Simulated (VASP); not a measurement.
# BP: relaxation of cell and atoms with LDA

BP:

```
CELL_PARAMETERS angstrom
0.00000 2.24523 2.24523
2.24523 0.00000 2.24523
2.24523 2.24523 0.00000
ATOMIC_POSITIONS crystal
B 0.00000 0.00000 0.00000
P 0.75000 0.75000 0.75000
```

```json
{"Program": "VASP 6.6.1", "Task": "relaxation of cell and atoms", "Functional": "LDA", "Potentials or basis": "VASP PAW LDA potentials, release 64 (B, P)", "Cutoff": "600 eV", "k mesh": "10 × 10 × 10", "Occupations": "gaussian, width 0.01 eV", "Spin": "no spin polarisation", "Target pressure": "-3 GPa", "Dipole correction": "no", "Further INCAR settings": "ALGO = Normal; EDIFF = 1e-06; IBRION = 2; EDIFFG = -0.001; NSW = 80; ISIF = 3"}
```

```yaml
Relaxed_volume: 11.51 Å³/atom
Relaxed_cell: a = 3.193 Å, b = 3.193 Å, c = 3.193 Å, α = 60.00°, β = 60.00°, γ = 60.00°
Space_group_after_relaxing_to_0.05_Å: F-43m (No. 216)
Energy_change_on_relaxing_the_enthalpy_is_what_falls: +1.9 meV/atom
Ionic_steps: 3
Pressure_after_relaxing: -3.0 GPa
Band_gap_on_the_k_mesh: 1.17 eV, indirect (least direct gap 3.40 eV)
```

The path:
```tsv
step	energy change (eV)	largest force (eV/Å)	pressure (GPa)	volume (Å³)
1	0.0000	0.0000	-0.11	22.64
2	0.0110	0.0000	-4.99	23.31
3	0.0038	0.0000	-3.00	23.03
```

Final structure:
```yaml
crystal:
  lattice:
    - [0.00000, 2.25805, 2.25805]
    - [2.25805, 0.00000, 2.25805]
    - [2.25805, 2.25805, 0.00000]
  atoms:
    - { symbol: B, position: [0.00000, 0.00000, 0.00000] }
    - { symbol: P, position: [0.75000, 0.75000, 0.75000] }
```

Levels at points of the mesh, in eV from the valence-band top:
| k point | band 2 | band 3 | band 4 | band 5 | band 6 | band 7 |
| --- | --- | --- | --- | --- | --- | --- |
| (0.00, 0.00, 0.00) | 0.00 | 0.00 | 0.00 | 3.40 | 3.40 | 3.40 |
| (0.50, 0.00, 0.00) | -9.11 | -1.77 | -1.77 | 3.87 | 4.69 | 4.69 |
| (0.50, 0.50, 0.00) | -8.56 | -4.16 | -4.16 | 1.27 | 1.54 | 12.13 |

It took 51 s on 1 thread of AMD EPYC 7R13, on a shared host, peak memory 0.11 GiB.

Caveat: the cell is relaxed towards a set pressure, so the enthalpy falls and the energy may rise. A k mesh can miss the band edges.
